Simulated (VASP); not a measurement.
# Sn2TeS (R-3m) in VASP: relaxation of cell and atoms with PBE

Aim: the relaxation of cell and atoms of Sn2TeS with PBE.

All numbers are computed with VASP 6.6.1; they aren't measurements. Logs are shortened: lines on timing, memory, paths and dates and some standing lists are left out, and cuts for length are marked.

## Step 1: The cell of the first run

The structure is trigonal, space group R-3m (No. 166). The conventional cell has a = 4.340 Å, b = 4.340 Å, c = 21.125 Å, α = 90.00°, β = 90.00°, γ = 120.00°. Within 4.1 Å of Sn (site symmetry 3m) lie 3 S at 2.96 Å and 3 Te at 3.17 Å and 3 Sn at 4.02 Å. Te (site symmetry -3m) has 6 Sn at 3.17 Å and 6 S at 4.32 Å and 6 Te at 4.34 Å within 4.4 Å. Within 3.9 Å of S (site symmetry -3m) lie 6 Sn at 2.96 Å.

The cell was generated, and may not be a known phase.

## Step 2: Relaxation of cell and atoms, PBE

INCAR

```
ALGO     = Normal         # electronic algorithm
EDIFF    = 1E-6           # SCF threshold, eV
EDIFFG   = -0.01          # ionic threshold
ENCUT    = 600            # plane-wave cutoff, eV
GGA      = PE             # functional
IBRION   = 2              # ionic algorithm
ISIF     = 3              # what is computed and relaxed
ISMEAR   = 0              # smearing method
LASPH    = True           # aspherical terms in the spheres
LCHARG   = False          # write CHGCAR
LREAL    = False          # projectors in reciprocal space
LUSENCCL = False        
LWAVE    = False          # write WAVECAR
NELM     = 80             # most SCF steps
NSW      = 100            # ionic steps
PREC     = Accurate       # precision mode
SIGMA    = 0.01           # smearing width, eV
```

KPOINTS

```
k-points
0
Gamma
  12 12 12
```

POSCAR

```
Sn2TeS
1.0
    2.1698263000      1.2527498000      7.0415052000
   -2.1698263000      1.2527498000      7.0415052000
    0.0000000000     -2.5054996000      7.0415052000
Sn Te S
2 1 1
Direct
    0.7411070000      0.7411070000      0.7411070000
    0.2588930000      0.2588930000      0.2588930000
    0.5000000000      0.5000000000      0.5000000000
    0.0000000000      0.0000000000      0.0000000000
```

Potentials or basis: VASP PAW PBE potentials, release 64 (Sn_d, Te, S).

Run with:

```bash
$ cat potpaw_PBE.64/Sn_d/POTCAR potpaw_PBE.64/Te/POTCAR potpaw_PBE.64/S/POTCAR > POTCAR
$ mpirun -np 1 vasp_std > vasp.out
```

OUTCAR:

```text
EDIFF = 1E-6
   EDIFFG = -0.01
   ENCUT = 600
   GGA = PE
   IBRION = 2
   ISIF = 3
   ISMEAR = 0
   LASPH = True
   LREAL = False
   NELM = 80
   NSW = 100
   PREC = Accurate

 ion  position               nearest neighbor table
   1  0.741  0.741  0.741-   4 2.96   4 2.96   4 2.96   3 3.17   3 3.17   3 3.17
   2  0.259  0.259  0.259-   4 2.96   4 2.96   4 2.96   3 3.17   3 3.17   3 3.17
   3  0.500  0.500  0.500-   2 3.17   2 3.17   1 3.17   1 3.17   2 3.17   1 3.17
   4  0.000  0.000  0.000-   1 2.96   1 2.96   2 2.96   2 2.96   1 2.96   2 2.96

  LATTYP: Found a trigonal (rhomboedric) cell.
 ALAT       =     7.4739764326
 COS(alpha) =     0.8314314752

  Lattice vectors:

 A1 = (   2.1698263000,   1.2527498000,   7.0415052000)
 A2 = (  -2.1698263000,   1.2527498000,   7.0415052000)
 A3 = (   0.0000000000,  -2.5054996000,   7.0415052000)

Analysis of symmetry for initial positions (statically):
=====================================================================
 Subroutine PRICEL returns:
 Original cell was already a primitive cell.

 Routine SETGRP: Setting up the symmetry group for a
 trigonal (rhombohedral) supercell.

 Subroutine GETGRP returns: Found 12 space group operations
 (whereof 12 operations were pure point group operations)
 out of a pool of 12 trial point group operations.

The static configuration has the point symmetry D_3d.

Analysis of symmetry for dynamics (positions and initial velocities):
=====================================================================
 Subroutine PRICEL returns:
 Original cell was already a primitive cell.

 Routine SETGRP: Setting up the symmetry group for a
 trigonal (rhombohedral) supercell.

 Subroutine GETGRP returns: Found 12 space group operations
 (whereof 12 operations were pure point group operations)
 out of a pool of 12 trial point group operations.

The dynamic configuration has the point symmetry D_3d.

 Subroutine INISYM returns: Found 12 space group operations
 (whereof 12 operations are pure point group operations),
 and found     1 'primitive' translations

----------------------------------------------------------------------------------------

                                     Primitive cell

  volume of cell :     114.8434

  direct lattice vectors                    reciprocal lattice vectors
     2.169826300  1.252749800  7.041505200     0.230433192  0.133040665  0.047338364
    -2.169826300  1.252749800  7.041505200    -0.230433192  0.133040665  0.047338364
     0.000000000 -2.505499600  7.041505200     0.000000000 -0.266081330  0.047338364

  length of vectors
     7.473976433  7.473976433  7.473976433     0.270259496  0.270259496  0.270259496

  position of ions in fractional coordinates (direct lattice)
     0.741107000  0.741107000  0.741107000
     0.258893000  0.258893000  0.258893000
     0.500000000  0.500000000  0.500000000
     0.000000000  0.000000000  0.000000000

  ion indices of the primitive-cell ions
   primitive index   ion index
                 1           1
                 2           2
                 3           3
                 4           4

----------------------------------------------------------------------------------------

 KPOINTS: k-points

Automatic generation of k-mesh.
 Grid dimensions read from file:
 generate k-points for:   12   12   12

 Generating k-lattice:

  Cartesian coordinates                     Fractional coordinates (reciprocal lattice)
     0.019202766  0.011086722  0.003944864     0.083333333 -0.000000000 -0.000000000
    -0.019202766  0.011086722  0.003944864    -0.000000000  0.083333333 -0.000000000
     0.000000000 -0.022173444  0.003944864    -0.000000000 -0.000000000  0.083333333

  Length of vectors
     0.022521625  0.022521625  0.022521625

  Shift w.r.t. Gamma in fractional coordinates (k-lattice)
     0.000000000  0.000000000  0.000000000

 Subroutine IBZKPT returns following result:
 ===========================================

 Found    189 irreducible k-points:

 Following reciprocal coordinates:
            Coordinates               Weight
  0.000000  0.000000  0.000000      1.000000
  0.083333  0.000000  0.000000      6.000000
  0.166667  0.000000  0.000000      6.000000
  0.250000  0.000000  0.000000      6.000000
  0.333333  0.000000  0.000000      6.000000
  0.416667  0.000000  0.000000      6.000000
[... 16 lines left out ...]
  0.500000  0.166667  0.000000     12.000000
 -0.416667  0.166667  0.000000     12.000000
 [... further k-points ...]
   k-points           NKPTS =    189   k-points in BZ     NKDIM =    189   number of bands    NBANDS=     24
   number of dos      NEDOS =    301   number of ions     NIONS =      4
   total plane-waves  NPLWV = 216000
   dimension x,y,z NGX =    60 NGY =   60 NGZ =   60
   dimension x,y,z NGXF=   120 NGYF=  120 NGZF=  120
   ions per type =               2   1   1
   NGX,Y,Z   is equivalent  to a cutoff of  13.35, 13.35, 13.35 a.u.
   NGXF,Y,Z  is equivalent  to a cutoff of  26.69, 26.69, 26.69 a.u.
 SYSTEM =  unknown system
   PREC   = accura    normal or accurate (medium, high low for compatibility)
   ISTART =      0    job   : 0-new  1-cont  2-samecut
   ICHARG =      2    charge: 1-file 2-atom 10-const
   ISPIN  =      1    spin polarized calculation?
   LNONCOLLINEAR =      F non collinear calculations
   LSORBIT =      F    spin-orbit coupling
   LASPH  =      T    aspherical Exc in radial PAW
   ENCUT  =  600.0 eV  44.10 Ry    6.64 a.u.  14.93 14.93 14.93*2*pi/ulx,y,z
   NELM   =     80;   NELMIN=  2; NELMDL= -5     # of ELM steps
   EDIFF  = 0.1E-05   stopping-criterion for ELM
   LREAL  =      F    real-space projection
   EDIFFG = -.1E-01   stopping-criterion for IOM
   NSW    =    100    number of steps for IOM
   IBRION =      2    ionic relax: 0-MD 1-quasi-New 2-CG
   NFREE  =      1    steps in history (QN), initial steepest desc. (CG)
   ISIF   =      3    stress and relaxation
   ISYM   =      2    0-nonsym 1-usesym 2-fastsym
   POTIM  = 0.5000    time-step for ionic-motion
   TEBEG  =    0.0;   TEEND  =   0.0 temperature during run
   PSTRESS=    0.0 pullay stress
   NELECT =      40.0000    total number of electrons
   NUPDOWN=      -1.0000    fix difference up-down
   EMIN   =  10.00;   EMAX   =-10.00  energy-range for DOS
   EFERMI =   0.00;   METHOD = LEGACY
   ISMEAR =     0;   SIGMA  =   0.01  broadening in eV -4-tet -1-fermi 0-gaus
   EFERMI_NEDOS =   21; number of points for ismear=-14 and -15
   IALGO  =     38    algorithm
   IMIX   =      4    mixing-type and parameters
     AMIX     =   0.40;   BMIX     =  1.00
     AMIX_MAG =   1.60;   BMIX_MAG =  1.00
  volume/ion in A,a.u.               =      28.71       193.75
  Fermi-wavevector in a.u.,A,eV,Ry     =   1.151842  2.176665 18.051385  1.326739
  Thomas-Fermi vector in A             =   2.288497
   LORBIT       =      0    0 simple, 1 ext, 2 COOP (PROOUT), +10 PAW based schemes
   GGA     = PE    functional components
   LHFCALC =     F    Hartree Fock is set to
   AEXX    =    0.0000 exact exchange contribution
   IVDW    =     0    specifies the selected vdW correction
   LEPSILON=     F    determine dielectric tensor
   LRPA    =     F    only Hartree local field effects (RPA)
 conjugate gradient relaxation of ions
 non-spin polarized calculation
 Gauss-broadening in eV      SIGMA  =   0.01
  energy-cutoff  :      600.00
  volume of cell :      114.84
 maximum number of plane-waves:      3860
   NGX = 29   NGY = 29   NGZ = 29

 number of electron      40.0000000 magnetization

 Free energy of the ion-electron system (eV)
  ---------------------------------------------------
  ext. energy  EPLUGINS =         0.00000000
  ---------------------------------------------------
  free energy    TOTEN  =       -16.25772727 eV

  energy without entropy =      -16.25772727  energy(sigma->0) =      -16.25772727

 E-fermi :   6.5489     XC(G=0):  -9.5063

 val. band max:        6.5108568092   @ k =   0.0000   0.0000   0.0000
 cond. band min:       6.6015412872   @ k =   0.5000   0.5000   0.0000
 fundamental gap:      0.0906844779
 Fermi energy:         6.5488828307

 k-point     1 :       0.0000    0.0000    0.0000
  band No.  band energies     occupation
      1     -15.4040      2.00000
      2     -15.4040      2.00000
      3     -15.4015      2.00000
      4     -15.4015      2.00000
      5     -15.3978      2.00000
      6     -15.3977      2.00000
[... 16 lines left out ...]
     23       7.2512      0.00000
     24      10.3302      0.00000

 k-point     2 :       0.0833    0.0000    0.0000
  band No.  band energies     occupation
      1     -15.4046      2.00000
      2     -15.4033      2.00000
      3     -15.4017      2.00000
      4     -15.4012      2.00000
      5     -15.3975      2.00000
      6     -15.3970      2.00000
[... 16 lines left out ...]
     23       8.2627      0.00000
     24       9.6453      0.00000

 k-point     3 :       0.1667    0.0000    0.0000
  band No.  band energies     occupation
      1     -15.4063      2.00000
      2     -15.4024      2.00000
      3     -15.4020      2.00000
      4     -15.4000      2.00000
      5     -15.3977      2.00000
      6     -15.3959      2.00000
[... 16 lines left out ...]
     23       8.4597      0.00000
     24       9.6135      0.00000
[... 514 lines left out ...]
 k-point    23 :       0.5000    0.1667    0.0000
  band No.  band energies     occupation
      1     -15.4131      2.00000
      2     -15.4052      2.00000
      3     -15.4011      2.00000
      4     -15.4008      2.00000
      5     -15.3957      2.00000
      6     -15.3938      2.00000
[... 16 lines left out ...]
     23       9.1516      0.00000
     24      10.1397      0.00000

 k-point    24 :      -0.4167    0.1667    0.0000
  band No.  band energies     occupation
      1     -15.4139      2.00000
      2     -15.4048      2.00000
      3     -15.4017      2.00000
      4     -15.4010      2.00000
      5     -15.3955      2.00000
      6     -15.3923      2.00000
[... 16 lines left out ...]
     23       9.2038      0.00000
     24      10.2158      0.00000

 [... further k-points ...]

------------------------ aborting loop because EDIFF is reached ----------------------------------------

  FORCE on cell =-STRESS in cart. coord.  units (eV):
  Direction    XX          YY          ZZ          XY          YZ          ZX
  --------------------------------------------------------------------------------------
  -------------------------------------------------------------------------------------
  Total       -0.0134463     -0.0134463     -0.0016132      0.0000000      0.0000000      0.0000000
  in kB       -0.1875888     -0.1875888     -0.0225061      0.0000000      0.0000000      0.0000000
  external PRESSURE =      -0.1325612 kB  Pullay stress =       0.0000000 kB

 VOLUME and BASIS-vectors are now :
 -----------------------------------------------------------------------------
  energy-cutoff  :      600.00
  volume of cell :      114.84
      direct lattice vectors                 reciprocal lattice vectors
     2.169826300  1.252749800  7.041505200     0.230433192  0.133040665  0.047338364
    -2.169826300  1.252749800  7.041505200    -0.230433192  0.133040665  0.047338364
     0.000000000 -2.505499600  7.041505200     0.000000000 -0.266081330  0.047338364

 POSITION                                       TOTAL-FORCE (eV/Angst)
 -----------------------------------------------------------------------------------
      0.00000      0.00000     15.65553         0.000000     -0.000000     -0.001697
      0.00000      0.00000      5.46899         0.000000     -0.000000      0.001697
      0.00000      0.00000     10.56226         0.000000      0.000000      0.000000
      0.00000      0.00000      0.00000        -0.000000     -0.000000      0.000000
 -----------------------------------------------------------------------------------
    total drift:                               -0.000000      0.000000     -0.000000

  FREE ENERGIE OF THE ION-ELECTRON SYSTEM (eV)
  ---------------------------------------------------
  free  energy   TOTEN  =       -16.2577272707 eV

  energy  without entropy=      -16.2577272707  energy(sigma->0) =      -16.25772727

 reached required accuracy - stopping structural energy minimisation
```

It took 4.6 min on 1 × NVIDIA H100 80GB with 1 thread of AMD EPYC 7R13 (Zen 3), shared host; peak memory 1.9 GiB.

What came out:

- Free energy: -16.2577 eV
- Pressure after relaxing: 0.0 GPa
- Band gap on the k mesh: 0.09 eV (least direct gap 0.13 eV)

Final structure:
```cif
data_structure
_symmetry_space_group_name_H-M 'P 1'
_symmetry_Int_Tables_number 1
_cell_length_a 7.4740
_cell_length_b 7.4740
_cell_length_c 7.4740
_cell_angle_alpha 33.754
_cell_angle_beta 33.754
_cell_angle_gamma 33.754
_cell_volume 114.84
loop_
_atom_site_label
_atom_site_type_symbol
_atom_site_fract_x
_atom_site_fract_y
_atom_site_fract_z
_atom_site_occupancy
Sn1 Sn 0.74111 0.74111 0.74111 1
Sn2 Sn 0.25889 0.25889 0.25889 1
Te1 Te 0.50000 0.50000 0.50000 1
S1 S 0.00000 0.00000 0.00000 1
```

Levels at points of the mesh, in eV from the valence-band top:
```
           k point  band 16  band 17  band 18  band 19  band 20  band 21  band 22  band 23  band 24
(0.00, 0.00, 0.00)    -2.88    -2.33    -1.49    -1.49     0.00     0.13     0.74     0.74     3.82
(0.50, 0.00, 0.00)    -3.95    -3.66    -2.62    -2.48    -2.40     2.45     2.55     2.64     3.04
(0.50, 0.50, 0.00)    -3.94    -3.73    -2.06    -1.91    -0.12     0.09     0.86     0.86     2.64
(0.50, 0.50, 0.50)    -2.89    -1.59    -1.59    -1.48    -1.10     1.76     1.76     1.91     2.00
```

Caveat: semilocal functionals underestimate gaps, and a narrow one can read as zero; spin-orbit coupling is left out, which moves the levels of the heavy elements. A k mesh can miss the band edges.
